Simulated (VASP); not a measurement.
# BN (P1) in VASP: single point with PBE+D3(BJ)

Aim: the single point of BN with PBE+D3(BJ).

Program: VASP 6.6.1. These are calculated values, not measurements. Logs are shortened: lines on timing, memory, paths and dates and some standing lists are left out, and cuts for length are marked.

**1. The cell of the first run**

The typed cell holds 8 atoms: a = 3.567 Å, b = 2.508 Å, c = 8.786 Å, α = 84.54°, β = 81.25°, γ = 69.42°.

**2. Single point, PBE+D3(BJ)**

Input file INCAR:

```
PREC = Accurate ; ENCUT = 520
EDIFF = 1E-7 ; ISMEAR = 0
SIGMA = 0.05 ; LREAL = False
LASPH = True ; NELM = 80
ALGO = Normal ; ISIF = 2
LWAVE = False ; LCHARG = False
GGA = PE ; IVDW = 12
NBANDS = 26
```

Input file KPOINTS:

```
Automatic mesh
0
Gamma
  7 9 3
```

Input file POSCAR:

```
BN
1.0
    1.2538424667     -3.3394821656      0.0000000000
    2.5076849335      0.0000000000      0.0000000000
    0.8358949778     -1.1131607219      8.6753276438
B N
4 4
Direct
   -0.3194511456     -0.1597255728      0.9583534369
   -0.0694511456      0.4652744272      0.2083534369
   -0.1527844790     -0.0763922395      0.4583534369
   -0.2361178123      0.3819410939      0.7083534369
   -0.0971988527     -0.0485994263      0.2915965581
   -0.1805321860      0.4097339070      0.5415965581
   -0.2638655194     -0.1319327597      0.7915965581
   -0.0138655194      0.4930672403      0.0415965581
```

Potentials or basis: VASP PAW PBE potentials, release 64 (B, N).

Command:

```console
cat potpaw_PBE.64/B/POTCAR potpaw_PBE.64/N/POTCAR > POTCAR
mpirun -np 1 vasp_std > vasp.out
```

OUTCAR:

```text
PREC = Accurate
   ENCUT = 520
   EDIFF = 1E-7
   ISMEAR = 0
   LREAL = False
   LASPH = True
   NELM = 80
   ISIF = 2
   GGA = PE
   IVDW = 12
 IVDW          = 12

 ion  position               nearest neighbor table
   1  0.681  0.840  0.958-   8 1.39   7 1.45
   2  0.931  0.465  0.208-   8 1.45   5 1.45   5 1.45
   3  0.847  0.924  0.458-   5 1.45   6 1.45   6 1.45
   4  0.764  0.382  0.708-   6 1.45   7 1.45   7 1.45
   5  0.903  0.951  0.292-   3 1.45   2 1.45   2 1.45
   6  0.819  0.410  0.542-   4 1.45   3 1.45   3 1.45
   7  0.736  0.868  0.792-   1 1.45   4 1.45   4 1.45
   8  0.986  0.493  0.042-   1 1.39   2 1.45

  Warning from LATTYP: Got some problem with cell dimensions!
  Tried to take original basis but could not verify dimensions!
  LATTYP: Found a triclinic cell.
 ALAT       =    13.4423446268
 B/A-ratio  =     0.5284182245
 C/A-ratio  =     1.3728917277
 COS(alpha) =     0.0018727142
 COS(beta)  =     0.7027171031
 COS(gamma) =     0.7115885405

  Lattice vectors:

 A1 = (   6.6871598228,   7.7921250531,  -8.6753276438)
 A2 = (   6.2692123338,   3.3394821656,   0.0000000000)
 A3 = (  -2.9256324223,   5.5658036094, -17.3506552876)

Analysis of symmetry for initial positions (statically):
=====================================================================
 Subroutine PRICEL returns:
 Original cell was already a primitive cell.

 Routine SETGRP: Setting up the symmetry group for a
 triclinic supercell.

 Subroutine GETGRP returns: Found  1 space group operations
 (whereof  1 operations were pure point group operations)
 out of a pool of  2 trial point group operations.

The static configuration has the point symmetry C_1 .

Analysis of symmetry for dynamics (positions and initial velocities):
=====================================================================
 Subroutine PRICEL returns:
 Original cell was already a primitive cell.

 Routine SETGRP: Setting up the symmetry group for a
 triclinic supercell.

 Subroutine GETGRP returns: Found  1 space group operations
 (whereof  1 operations were pure point group operations)
 out of a pool of  2 trial point group operations.

The dynamic configuration has the point symmetry C_1 .

 Subroutine INISYM returns: Found  1 space group operations
 (whereof  1 operations are pure point group operations),
 and found     1 'primitive' translations

----------------------------------------------------------------------------------------

                                     Primitive cell

  volume of cell :      72.6504

  direct lattice vectors                    reciprocal lattice vectors
     1.253842467 -3.339482166  0.000000000     0.000000000 -0.299447624 -0.038423141
     2.507684934  0.000000000  0.000000000     0.398774179  0.149723812 -0.019211570
     0.835894978 -1.113160722  8.675327644     0.000000000  0.000000000  0.115269422

  length of vectors
     3.567108362  2.507684934  8.786305079     0.301902662  0.426388497  0.115269422

  position of ions in fractional coordinates (direct lattice)
     0.680548854  0.840274427  0.958353437
     0.930548854  0.465274427  0.208353437
     0.847215521  0.923607760  0.458353437
     0.763882188  0.381941094  0.708353437
     0.902801147  0.951400574  0.291596558
     0.819467814  0.409733907  0.541596558
     0.736134481  0.868067240  0.791596558
     0.986134481  0.493067240  0.041596558

  ion indices of the primitive-cell ions
   primitive index   ion index
                 1           1
                 2           2
                 3           3
                 4           4
                 5           5
                 6           6
                 7           7
                 8           8

----------------------------------------------------------------------------------------

 KPOINTS: Automatic mesh

Automatic generation of k-mesh.
 Grid dimensions read from file:
 generate k-points for:    7    9    3

 Generating k-lattice:

  Cartesian coordinates                     Fractional coordinates (reciprocal lattice)
     0.000000000 -0.042778232 -0.005489020     0.142857143  0.000000000  0.000000000
     0.044308242  0.016635979 -0.002134619    -0.000000000  0.111111111 -0.000000000
     0.000000000  0.000000000  0.038423141     0.000000000  0.000000000  0.333333333

  Length of vectors
     0.043128952  0.047376500  0.038423141

  Shift w.r.t. Gamma in fractional coordinates (k-lattice)
     0.000000000  0.000000000  0.000000000

 Subroutine IBZKPT returns following result:
 ===========================================

 Found     95 irreducible k-points:

 Following reciprocal coordinates:
            Coordinates               Weight
  0.000000  0.000000  0.000000      1.000000
  0.142857  0.000000  0.000000      2.000000
  0.285714  0.000000  0.000000      2.000000
  0.428571  0.000000  0.000000      2.000000
  0.000000  0.111111  0.000000      2.000000
  0.142857  0.111111  0.000000      2.000000
[... 16 lines left out ...]
 -0.428571  0.333333 -0.000000      2.000000
 -0.285714  0.333333 -0.000000      2.000000
 [... further k-points ...]
   k-points           NKPTS =     95   k-points in BZ     NKDIM =     95   number of bands    NBANDS=     26
   number of dos      NEDOS =    301   number of ions     NIONS =      8
   total plane-waves  NPLWV =  39200
   dimension x,y,z NGX =    28 NGY =   20 NGZ =   70
   dimension x,y,z NGXF=    56 NGYF=   40 NGZF=  140
   ions per type =               4   4
   NGX,Y,Z   is equivalent  to a cutoff of  13.05, 13.26, 13.24 a.u.
   NGXF,Y,Z  is equivalent  to a cutoff of  26.10, 26.52, 26.49 a.u.
 SYSTEM =  unknown system
   PREC   = accura    normal or accurate (medium, high low for compatibility)
   ISTART =      0    job   : 0-new  1-cont  2-samecut
   ICHARG =      2    charge: 1-file 2-atom 10-const
   ISPIN  =      1    spin polarized calculation?
   LNONCOLLINEAR =      F non collinear calculations
   LSORBIT =      F    spin-orbit coupling
   LASPH  =      T    aspherical Exc in radial PAW
   ENCUT  =  520.0 eV  38.22 Ry    6.18 a.u.   6.63  4.66 16.34*2*pi/ulx,y,z
   NELM   =     80;   NELMIN=  2; NELMDL= -5     # of ELM steps
   EDIFF  = 0.1E-06   stopping-criterion for ELM
   LREAL  =      F    real-space projection
   EDIFFG = 0.1E-05   stopping-criterion for IOM
   NSW    =      0    number of steps for IOM
   IBRION =     -1    ionic relax: 0-MD 1-quasi-New 2-CG
   NFREE  =      0    steps in history (QN), initial steepest desc. (CG)
   ISIF   =      2    stress and relaxation
   ISYM   =      2    0-nonsym 1-usesym 2-fastsym
   POTIM  = 0.5000    time-step for ionic-motion
   TEBEG  =    0.0;   TEEND  =   0.0 temperature during run
   PSTRESS=    0.0 pullay stress
   NELECT =      32.0000    total number of electrons
   NUPDOWN=      -1.0000    fix difference up-down
   EMIN   =  10.00;   EMAX   =-10.00  energy-range for DOS
   EFERMI =   0.00;   METHOD = LEGACY
   ISMEAR =     0;   SIGMA  =   0.05  broadening in eV -4-tet -1-fermi 0-gaus
   EFERMI_NEDOS =   21; number of points for ismear=-14 and -15
   IALGO  =     38    algorithm
   IMIX   =      4    mixing-type and parameters
     AMIX     =   0.40;   BMIX     =  1.00
     AMIX_MAG =   1.60;   BMIX_MAG =  1.00
  volume/ion in A,a.u.               =       9.08        61.28
  Fermi-wavevector in a.u.,A,eV,Ry     =   1.245601  2.353844 21.109725  1.551521
  Thomas-Fermi vector in A             =   2.379816
   LORBIT       =      0    0 simple, 1 ext, 2 COOP (PROOUT), +10 PAW based schemes
   GGA     = PE    functional components
   LHFCALC =     F    Hartree Fock is set to
   AEXX    =    0.0000 exact exchange contribution
   IVDW    =    12    specifies the selected vdW correction
   LEPSILON=     F    determine dielectric tensor
   LRPA    =     F    only Hartree local field effects (RPA)
 non-spin polarized calculation
 Gauss-broadening in eV      SIGMA  =   0.05
  energy-cutoff  :      520.00
  volume of cell :       72.65
 maximum number of plane-waves:      1989
   NGX = 13   NGY =  9   NGZ = 33

 number of electron      32.0000000 magnetization

 Free energy of the ion-electron system (eV)
  ---------------------------------------------------
  ext. energy  EPLUGINS =         0.00000000
  ---------------------------------------------------
  free energy    TOTEN  =       -66.35172803 eV

  energy without entropy =      -66.35122758  energy(sigma->0) =      -66.35147781

 E-fermi :   4.4974     XC(G=0): -10.1894

 val. band max:        4.4448874982   @ k =   0.2857   0.0000   0.3333
 cond. band min:       4.5442362230   @ k =   0.0000  -0.1111   0.3333
 fundamental gap:      0.0993487248
 Fermi energy:         4.4974409310

 k-point     1 :       0.0000    0.0000    0.0000
  band No.  band energies     occupation
      1     -15.4225      2.00000
      2     -14.4369      2.00000
      3     -13.8531      2.00000
      4     -12.1390      2.00000
      5      -6.6059      2.00000
      6      -3.4412      2.00000
[... 18 lines left out ...]
     25      13.5331      0.00000
     26      13.8704      0.00000

 k-point     2 :       0.1429    0.0000    0.0000
  band No.  band energies     occupation
      1     -15.3674      2.00000
      2     -14.3989      2.00000
      3     -13.7887      2.00000
      4     -12.1156      2.00000
      5      -6.5628      2.00000
      6      -3.5084      2.00000
[... 18 lines left out ...]
     25      13.6294      0.00000
     26      14.0742      0.00000

 k-point     3 :       0.2857    0.0000    0.0000
  band No.  band energies     occupation
      1     -15.2387      2.00000
      2     -14.3077      2.00000
      3     -13.6398      2.00000
      4     -12.0634      2.00000
      5      -6.4785      2.00000
      6      -3.7209      2.00000
[... 18 lines left out ...]
     25      13.7365      0.00000
     26      14.6142      0.00000

 k-point     4 :       0.4286    0.0000    0.0000
  band No.  band energies     occupation
      1     -15.1302      2.00000
      2     -14.2287      2.00000
      3     -13.5156      2.00000
      4     -12.0223      2.00000
      5      -6.4332      2.00000
      6      -4.0799      2.00000
[... 18 lines left out ...]
     25      14.1386      0.00000
     26      14.9043      0.00000

 k-point     5 :       0.0000    0.1111    0.0000
  band No.  band energies     occupation
      1     -15.2349      2.00000
      2     -14.2702      2.00000
      3     -13.6785      2.00000
      4     -12.0169      2.00000
      5      -6.4472      2.00000
      6      -3.5097      2.00000
[... 18 lines left out ...]
     25      14.0306      0.00000
     26      14.2534      0.00000

 k-point     6 :       0.1429    0.1111    0.0000
  band No.  band energies     occupation
      1     -15.2213      2.00000
      2     -14.2721      2.00000
      3     -13.6519      2.00000
      4     -12.0154      2.00000
      5      -6.4322      2.00000
      6      -3.5115      2.00000
[... 427 lines left out ...]
 k-point    21 :       0.2857    0.3333   -0.0000
  band No.  band energies     occupation
      1     -13.8812      2.00000
      2     -13.1728      2.00000
      3     -12.5487      2.00000
      4     -11.4168      2.00000
      5      -5.6922      2.00000
      6      -5.4227      2.00000
[... 18 lines left out ...]
     25      14.2263      0.00000
     26      14.7993      0.00000

 k-point    22 :       0.4286    0.3333    0.0000
  band No.  band energies     occupation
      1     -13.7872      2.00000
      2     -13.1127      2.00000
      3     -12.4667      2.00000
      4     -11.3889      2.00000
      5      -5.7052      2.00000
      6      -5.4410      2.00000
[... 18 lines left out ...]
     25      14.6738      0.00000
     26      15.0526      0.00000

 k-point    23 :      -0.4286    0.3333   -0.0000
  band No.  band energies     occupation
      1     -13.6983      2.00000
      2     -13.0401      2.00000
      3     -12.4024      2.00000
      4     -11.3648      2.00000
      5      -5.7130      2.00000
      6      -5.4433      2.00000
[... 18 lines left out ...]
     25      15.3691      0.00000
     26      15.7698      0.00000

 k-point    24 :      -0.2857    0.3333   -0.0000
  band No.  band energies     occupation
      1     -13.6845      2.00000
      2     -13.0119      2.00000
      3     -12.4044      2.00000
      4     -11.3649      2.00000
      5      -5.7061      2.00000
      6      -5.4363      2.00000
[... 18 lines left out ...]
     25      15.2458      0.00000
     26      15.8648      0.00000

 [... further k-points ...]

------------------------ aborting loop because EDIFF is reached ----------------------------------------

 Edisp (eV)   -1.21002

 E8    (eV) :    -0.3565

  FORCE on cell =-STRESS in cart. coord.  units (eV):
  Direction    XX          YY          ZZ          XY          YZ          ZX
  --------------------------------------------------------------------------------------
  -------------------------------------------------------------------------------------
  Total       3.41216    -5.37467     0.97930    -0.61895    -0.74849    -0.96924
  in kB      75.24919  -118.52895    21.59682   -13.64976   -16.50660   -21.37492
  external pressure =       -7.23 kB  Pullay stress =        0.00 kB

 VOLUME and BASIS-vectors are now :
 -----------------------------------------------------------------------------
  energy-cutoff  :      520.00
  volume of cell :       72.65
      direct lattice vectors                 reciprocal lattice vectors
     1.253842467 -3.339482166  0.000000000     0.000000000 -0.299447624 -0.038423141
     2.507684934  0.000000000  0.000000000     0.398774179  0.149723812 -0.019211570
     0.835894978 -1.113160722  8.675327644     0.000000000  0.000000000  0.115269422

 POSITION                                       TOTAL-FORCE (eV/Angst)
 -----------------------------------------------------------------------------------
      3.76153     -3.33948      8.31403        -0.415597     -3.186499     -0.472643
      2.50768     -3.33948      1.80753        -0.091844     -0.025490     -0.110166
      3.76153     -3.33948      3.97637        -0.009495     -0.036649      0.012729
      2.50768     -3.33948      6.14520        -0.067936      0.208084     -0.021851
      3.76153     -3.33948      2.52970        -0.004267     -0.161510      0.333241
      2.50768     -3.33948      4.69853         0.033334     -0.067766      0.073909
      3.76153     -3.33948      6.86736         0.530479      1.102961      0.046065
      2.50768     -3.33948      0.36086         0.025326      2.166868      0.138715
 -----------------------------------------------------------------------------------
    total drift:                                0.000021     -0.000011      0.000190

  FREE ENERGIE OF THE ION-ELECTRON SYSTEM (eV)
  ---------------------------------------------------
  free  energy   TOTEN  =       -67.5617457865 eV

  energy  without entropy=      -67.5612453361  energy(sigma->0) =      -67.56149556
```

Wall time 85 s (1 thread of Intel Xeon 6975P-C (Granite Rapids), shared host); peak memory 0.27 GiB.

What came out:

| Item | Value |
| --- | --- |
| Free energy | -67.5617 eV |
| Pressure | -0.7 GPa |
| Largest force | 3.248 eV/Å |
| Band gap on the k mesh | 0.10 eV, indirect (least direct gap 0.52 eV) |
| Dispersion energy per atom | -0.151 eV |

Forces on the atoms (eV/Å):
```
B   -0.416 -3.186 -0.473
B   -0.092 -0.025 -0.110
B   -0.009 -0.037  0.013
B   -0.068  0.208 -0.022
N   -0.004 -0.162  0.333
N    0.033 -0.068  0.074
N    0.530  1.103  0.046
N    0.025  2.167  0.139
```

Stress tensor (GPa, compression positive):
```
  7.52  -1.36  -2.14
 -1.36 -11.85  -1.65
 -2.14  -1.65   2.16
```

Caveat: forces of over 1 eV/Å act on the atoms, so gaps and moduli don't describe the material at rest. A k mesh can miss the band edges.
